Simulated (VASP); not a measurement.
# BN (P6_3mc) in VASP: notebook

The runs below take BN through single point, with PBE, BLYP.

Program: VASP 6.6.1. These are calculated values, not measurements. Logs are shortened: lines on timing, memory, paths and dates and some standing lists are left out, and cuts for length are marked.

### 1 The cell of the first run

The structure is hexagonal, space group P6_3mc (No. 186). Conventional cell: a = 2.554 Å, b = 2.554 Å, c = 4.227 Å, α = 90.00°, β = 90.00°, γ = 120.00°. B (site symmetry 3m) has 4 N at 1.57 to 1.58 Å within 2.1 Å. Within 2.1 Å of N (site symmetry 3m) lie 4 B at 1.57 to 1.58 Å.

### 2 Single point, PBE

INCAR

```
SYSTEM = BN
PREC = Accurate ; ENCUT = 600
EDIFF = 1E-6 ; ISMEAR = -1
SIGMA = 0.1 ; LREAL = .False.
LASPH = .True. ; NELM = 120
ALGO = Normal ; ISIF = 2
LWAVE = .False. ; LCHARG = .False.
GGA = PE ; NBANDS = 16
GGA_COMPAT = .False.
```

KPOINTS

```
regular mesh
0
Gamma
  3 3 2
  0 0 0
```

POSCAR

```
BN
1.0
    2.5539396017      0.0000000000      0.0000000000
   -1.2769698009      2.2117765748      0.0000000000
    0.0000000000      0.0000000000      4.2268550000
B N
2 2
Direct
    0.6666666667      0.3333333333      0.9997240000
    0.3333333333      0.6666666667      0.4997240000
    0.6666666667      0.3333333333      0.6252760000
    0.3333333333      0.6666666667      0.1252760000
```

Potentials or basis: VASP PAW PBE potentials, release 64 (B, N).

Started as:

```sh
> cat potpaw_PBE.64/B/POTCAR potpaw_PBE.64/N/POTCAR > POTCAR
> mpirun -np 1 vasp_std > vasp.out
```

OUTCAR:

```text
SYSTEM = BN
   PREC = Accurate
   ENCUT = 600
   EDIFF = 1E-6
   ISMEAR = -1
   LREAL = .False.
   LASPH = .True.
   NELM = 120
   ISIF = 2
   GGA = PE

 ion  position               nearest neighbor table
   1  0.667  0.333  1.000-   4 1.57   4 1.57   4 1.57   3 1.58
   2  0.333  0.667  0.500-   3 1.57   3 1.57   3 1.57   4 1.58
   3  0.667  0.333  0.625-   2 1.57   2 1.57   2 1.57   1 1.58
   4  0.333  0.667  0.125-   1 1.57   1 1.57   1 1.57   2 1.58

  LATTYP: Found a hexagonal cell.
 ALAT       =     2.5539396017
 C/A-ratio  =     1.6550332659

  Lattice vectors:

 A1 = (   2.5539396017,   0.0000000000,   0.0000000000)
 A2 = (  -1.2769698009,   2.2117765748,   0.0000000000)
 A3 = (   0.0000000000,   0.0000000000,   4.2268550000)

Analysis of symmetry for initial positions (statically):
=====================================================================
 Subroutine PRICEL returns:
 Original cell was already a primitive cell.

 Routine SETGRP: Setting up the symmetry group for a
 hexagonal supercell.

 Subroutine GETGRP returns: Found 12 space group operations
 (whereof  6 operations were pure point group operations)
 out of a pool of 24 trial point group operations.

The static configuration has the point symmetry C_3v.
 The point group associated with its full space group is C_6v.

Analysis of symmetry for dynamics (positions and initial velocities):
=====================================================================
 Subroutine PRICEL returns:
 Original cell was already a primitive cell.

 Routine SETGRP: Setting up the symmetry group for a
 hexagonal supercell.

 Subroutine GETGRP returns: Found 12 space group operations
 (whereof  6 operations were pure point group operations)
 out of a pool of 24 trial point group operations.

The dynamic configuration has the point symmetry C_3v.
 The point group associated with its full space group is C_6v.

 Subroutine INISYM returns: Found 12 space group operations
 (whereof  6 operations are pure point group operations),
 and found     1 'primitive' translations

----------------------------------------------------------------------------------------

                                     Primitive cell

  volume of cell :      23.8764

  direct lattice vectors                    reciprocal lattice vectors
     2.553939602  0.000000000  0.000000000     0.391551938  0.226062617  0.000000000
    -1.276969801  2.211776575  0.000000000     0.000000000  0.452125233  0.000000000
     0.000000000  0.000000000  4.226855000     0.000000000  0.000000000  0.236582518

[... 71 lines left out ...]
   NSW    =      0    number of steps for IOM
   IBRION =     -1    ionic relax: 0-MD 1-quasi-New 2-CG
   NFREE  =      0    steps in history (QN), initial steepest desc. (CG)
   ISIF   =      2    stress and relaxation
   ISYM   =      2    0-nonsym 1-usesym 2-fastsym
   POTIM  = 0.5000    time-step for ionic-motion
   TEBEG  =    0.0;   TEEND  =   0.0 temperature during run
   PSTRESS=    0.0 pullay stress
   NELECT =      16.0000    total number of electrons
   NUPDOWN=      -1.0000    fix difference up-down
   EMIN   =  10.00;   EMAX   =-10.00  energy-range for DOS
   EFERMI =   0.00;   METHOD = LEGACY
   ISMEAR =    -1;   SIGMA  =   0.10  broadening in eV -4-tet -1-fermi 0-gaus
   EFERMI_NEDOS =   21; number of points for ismear=-14 and -15
   IALGO  =     38    algorithm
   IMIX   =      4    mixing-type and parameters
     AMIX     =   0.40;   BMIX     =  1.00
     AMIX_MAG =   1.60;   BMIX_MAG =  1.00
  volume/ion in A,a.u.               =       5.97        40.28
  Fermi-wavevector in a.u.,A,eV,Ry     =   1.432600  2.707222 27.923836  2.052344
  Thomas-Fermi vector in A             =   2.552210
   LORBIT       =      0    0 simple, 1 ext, 2 COOP (PROOUT), +10 PAW based schemes
   GGA     = PE    functional components
   LHFCALC =     F    Hartree Fock is set to
   AEXX    =    0.0000 exact exchange contribution
   IVDW    =     0    specifies the selected vdW correction
   LEPSILON=     F    determine dielectric tensor
   LRPA    =     F    only Hartree local field effects (RPA)
 non-spin polarized calculation
  energy-cutoff  :      600.00
  volume of cell :       23.88
 maximum number of plane-waves:       805
   NGX = 11   NGY = 11   NGZ = 17

 number of electron      16.0000003 magnetization

 Free energy of the ion-electron system (eV)
  ---------------------------------------------------
  ext. energy  EPLUGINS =         0.00000000
  ---------------------------------------------------
  free energy    TOTEN  =       -34.45674283 eV

  energy without entropy =      -34.45674283  energy(sigma->0) =      -34.45674283

 E-fermi :   9.7664     XC(G=0): -12.7427

 val. band max:        7.5012024737   @ k =   0.0000   0.0000   0.0000
 cond. band min:      12.6475559952   @ k =   0.3333   0.3333   0.0000
 fundamental gap:      5.1463535215
 Fermi energy:         9.7664419657

 k-point     1 :       0.0000    0.0000    0.0000
  band No.  band energies     occupation
      1     -12.8173      2.00000
      2      -8.7065      2.00000
      3      -3.3623      2.00000
      4       5.3898      2.00000
      5       5.3898      2.00000
      6       7.2233      2.00000
[... 91 lines left out ...]
      3      -1.3038      2.00000
      4      -1.3038      2.00000
      5      -0.1802      2.00000
      6      -0.1802      2.00000
[... 8 lines left out ...]
     15      23.9840      0.00000
     16      23.9840      0.00000

------------------------ aborting loop because EDIFF is reached ----------------------------------------

  FORCE on cell =-STRESS in cart. coord.  units (eV):
  Direction    XX          YY          ZZ          XY          YZ          ZX
  --------------------------------------------------------------------------------------
  -------------------------------------------------------------------------------------
  Total        0.5572529      0.5572529     -0.3425411     -0.0000000      0.0000000     -0.0000000
  in kB       37.3932933     37.3932933    -22.9855062     -0.0000000      0.0000000     -0.0000000
  external PRESSURE =      17.2670268 kB  Pullay stress =       0.0000000 kB

 VOLUME and BASIS-vectors are now :
 -----------------------------------------------------------------------------
  energy-cutoff  :      600.00
  volume of cell :       23.88
      direct lattice vectors                 reciprocal lattice vectors
     2.553939602  0.000000000  0.000000000     0.391551938  0.226062617  0.000000000
    -1.276969801  2.211776575  0.000000000     0.000000000  0.452125233  0.000000000
     0.000000000  0.000000000  4.226855000     0.000000000  0.000000000  0.236582518

 POSITION                                       TOTAL-FORCE (eV/Angst)
 -----------------------------------------------------------------------------------
      1.27697      0.73726      4.22569         0.000000     -0.000000      0.242163
     -0.00000      1.47452      2.11226        -0.000000      0.000000      0.242163
      1.27697      0.73726      2.64295        -0.000000      0.000000     -0.242163
     -0.00000      1.47452      0.52952         0.000000     -0.000000     -0.242163
 -----------------------------------------------------------------------------------
    total drift:                                0.000000      0.000000      0.000446

  FREE ENERGIE OF THE ION-ELECTRON SYSTEM (eV)
  ---------------------------------------------------
  free  energy   TOTEN  =       -34.4567428288 eV

  energy  without entropy=      -34.4567428287  energy(sigma->0) =      -34.45674283
```

OSZICAR:

```text
N       E                     dE             d eps       ncg     rms          rms(c)
DAV:   1     0.493003762917E+02    0.49300E+02   -0.91486E+03   192   0.108E+03
DAV:   2    -0.338396425534E+02   -0.83140E+02   -0.77880E+02   288   0.267E+02
DAV:   3    -0.364753672248E+02   -0.26357E+01   -0.26267E+01   208   0.447E+01
DAV:   4    -0.364822223801E+02   -0.68552E-02   -0.68548E-02   224   0.244E+00
DAV:   5    -0.364822434151E+02   -0.21035E-04   -0.21035E-04   208   0.123E-01    0.957E+00
DAV:   6    -0.346196242704E+02    0.18626E+01   -0.23205E+00   240   0.148E+01    0.449E+00
DAV:   7    -0.344848547071E+02    0.13477E+00   -0.36093E-01   232   0.490E+00    0.276E+00
DAV:   8    -0.344579961755E+02    0.26859E-01   -0.56132E-02   208   0.195E+00    0.279E-01
DAV:   9    -0.344564021203E+02    0.15941E-02   -0.22779E-03   208   0.638E-01    0.140E-01
DAV:  10    -0.344567328193E+02   -0.33070E-03   -0.57468E-04   224   0.196E-01    0.256E-02
DAV:  11    -0.344567419124E+02   -0.90931E-05   -0.34981E-05   240   0.584E-02    0.147E-02
DAV:  12    -0.344567428288E+02   -0.91641E-06   -0.61658E-06   224   0.252E-02
   1 F= -.34456743E+02 E0= -.34456743E+02  d E =-.792125E-10
```

It took 6.6 s on 1 thread of Intel Xeon 8259CL, shared host; peak memory 0.13 GiB.

Results:

* Free energy: -34.4567 eV
* Pressure: 1.7 GPa
* Largest force: 0.242 eV/Å
* Band gap on the k mesh: 5.15 eV, indirect (least direct gap 8.28 eV)

Forces in eV/Å, atoms in the order of the input:
```
B    0.000  0.000  0.242
B    0.000  0.000  0.242
N    0.000  0.000 -0.242
N    0.000  0.000 -0.242
```

Caveat: the k points lie up to 0.95 Å⁻¹ apart. A k mesh can miss the band edges.

### 3 Single point, BLYP

INCAR

```
SYSTEM = BN
PREC = Accurate ; ENCUT = 600
EDIFF = 1E-6 ; ISMEAR = 0
SIGMA = 0.1 ; LREAL = .FALSE.
LASPH = .TRUE. ; NELM = 120
ALGO = Normal ; ISIF = 2
LWAVE = .FALSE. ; LCHARG = .FALSE.
GGA = B5 ; ALDAX = 1.0
AGGAX = 1.0 ; AGGAC = 1.0
ALDAC = 0.0 ; NBANDS = 16
ISYM = 0 ; GGA_COMPAT = .FALSE.
```

KPOINTS

```
regular mesh
0
G
  1 3 3
  0 0 0
```

POSCAR is that of step 2.

Potentials or basis: VASP PAW PBE potentials, release 64 (B, N).

Started as:

```sh
> cat potpaw_PBE.64/B/POTCAR potpaw_PBE.64/N/POTCAR > POTCAR
> mpirun -np 1 vasp_std > vasp.out
```

Run time: 18 s. Hardware: 1 thread of Intel Xeon 8259CL, shared host; peak memory 0.13 GiB.

It converged, with:

```
Free energy            : -25.1378 eV
Pressure               : 44.8 GPa
Largest force          : 1.233 eV/Å
Band gap on the k mesh : 6.66 eV, indirect (least direct gap 7.95 eV)
```

Forces in eV/Å, atoms in the order of the input:
```
B    0.000  0.562  1.097
B    0.000 -0.562  1.097
N    0.000  0.544 -1.097
N    0.000 -0.544 -1.097
```

Stress tensor (GPa, compression positive):
```
53.65  0.00  0.00
 0.00 46.75  0.00
 0.00  0.00 34.08
```

Levels at points of the mesh, in eV from the valence-band top:
| k point | band 6 | band 7 | band 8 | band 9 | band 10 | band 11 |
| --- | --- | --- | --- | --- | --- | --- |
| (0.00, 0.00, 0.00) | -0.32 | -0.02 | 0.00 | 7.95 | 8.05 | 8.26 |

Caveat: the k points lie up to 2.84 Å⁻¹ apart; the PAW data sets were made with another functional, which shifts forces and pressure a little.

### 4 Single point, PBE

INCAR

```
SYSTEM = BN
PREC = Accurate ; ENCUT = 600
EDIFF = 1E-6 ; ISMEAR = 0
SIGMA = 0.1 ; LREAL = .False.
LASPH = .True. ; NELM = 120
ALGO = Normal ; ISIF = 2
LWAVE = .False. ; LCHARG = .False.
GGA = PE ; NBANDS = 16
GGA_COMPAT = .False.
```

KPOINTS

```
Automatic mesh
0
Gamma
  3 3 2
  0 0 0
```

POSCAR is that of step 3.

Started as:

```sh
> cat potpaw_PBE.64/B/POTCAR potpaw_PBE.64/N/POTCAR > POTCAR
> mpirun -np 1 vasp_std > vasp.out
```

It took 6.7 s on 1 thread of Intel Xeon 8259CL, shared host; peak memory 0.13 GiB.

The run converged. Its results:

* Free energy: -34.4567 eV
* Pressure: 1.7 GPa
* Largest force: 0.242 eV/Å
* Band gap on the k mesh: 5.15 eV, indirect (least direct gap 8.28 eV)

Forces on the atoms (eV/Å):
```
B    0.000  0.000  0.242
B    0.000  0.000  0.242
N    0.000  0.000 -0.242
N    0.000  0.000 -0.242
```

Stress tensor (GPa, compression positive):
```
 3.74  0.00  0.00
 0.00  3.74  0.00
 0.00  0.00 -2.30
```

Levels at points of the mesh, in eV from the valence-band top:
| k point | band 4 | band 5 | band 6 | band 7 | band 8 | band 9 | band 10 | band 11 | band 12 | band 13 |
| --- | --- | --- | --- | --- | --- | --- | --- | --- | --- | --- |
| (0.00, 0.00, 0.00) | -2.11 | -2.11 | -0.28 | 0.00 | 0.00 | 8.28 | 8.28 | 8.48 | 9.38 | 10.61 |
| (0.00, 0.00, 0.50) | -5.70 | -1.17 | -1.17 | -1.17 | -1.17 | 9.37 | 9.37 | 9.83 | 9.83 | 9.83 |

Caveat: the k points lie up to 0.95 Å⁻¹ apart. A hybrid or GW would open this gap; PBE tends to underestimate it.

(Part 1 of 2 ends here.)
